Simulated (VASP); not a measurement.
**P: single point with BLYP**

P:

```
P
1.0
     3.49299    0.00000    0.00000
    -1.74649    3.02501    0.00000
     0.00000    0.00000    3.37367
P
2
Cartesian
  0.0000 2.0167 0.8434
  1.7465 1.0083 2.5303
```

This cell differs from its parent crystal: volume scaled by 1.04.

| Item | Value |
| --- | --- |
| Program | VASP 6.6.1 |
| Task | single point |
| Functional | BLYP |
| Potentials or basis | VASP PAW PBE potentials, release 64 (P) |
| Cutoff | 520 eV |
| k mesh | 12 × 12 × 11 |
| Occupations | fermi-dirac, width 0.1 eV |
| Spin | no spin polarisation |
| Dipole correction | no |
| Further INCAR settings | ALGO = Normal; EDIFF = 1e-06; NBANDS = 12 |

- Pressure: -2.6 GPa
- Band gap on the k mesh: zero (band 5 reaches 8.54 eV, above the bottom of band 6 at 5.03 eV)

Stress tensor (GPa, compression positive):
```
-1.97  0.00  0.00
 0.00 -1.97  0.00
 0.00  0.00 -3.80
```

Levels at points of the mesh, in eV from the Fermi level:
```
           k point  band 1  band 2  band 3  band 4  band 5  band 6  band 7  band 8  band 9  band 10
(0.00, 0.00, 0.00)  -14.60   -4.57   -3.17   -1.62   -1.62    2.12    2.12    3.76    6.44     8.81
(0.50, 0.00, 0.00)  -12.04  -10.00   -3.44   -1.84   -0.94    1.25    2.41    4.09    5.24     9.52
```

Run time: 35 s on 1 thread of Intel Xeon 6975P-C, on a shared host, peak memory 0.17 GiB.

Caveat: the PAW data sets were made with another functional, which shifts forces and pressure a little.
